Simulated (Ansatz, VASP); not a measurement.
**One calculation of Ag, two programs**

```
CELL_PARAMETERS angstrom
2.99056 0.00000 0.00000
0.00000 4.00250 0.00000
0.00000 0.00000 2.99076
ATOMIC_POSITIONS crystal
Ag 0.00000 0.00000 0.74992
Ag 0.50000 0.50000 0.25008
```

Alike in both runs: functional PBE; k mesh 6 × 4 × 6; occupations gaussian, width 0.1 eV; no spin polarisation.

Ansatz relaxed the structure, and its values are those at the end. VASP's run is a single point on that final structure, the one shown.

```csv
,VASP,Ansatz
version,VASP 6.6.1,Ansatz 0.2.0
potentials or method,"VASP PAW PBE potentials, release 64 (Ag), cutoff 520 eV","scalar-relativistic, plane waves, PAW"
valence electrons in the cell,22,38
```

```tsv
	VASP	Ansatz	Ansatz less VASP
gap on the k mesh at the Fermi level (eV)	none	none	-
pressure (GPa)	-0.3	-0.1	+0.12
```

A gap of «none» marks a metal or a gap that the smearing closes. VASP's potentials hold 22 valence electrons a cell and Ansatz's 38, so a difference there can come from the potentials and not from the codes.

The k mesh is coarse, so the values compare programs but aren't converged.
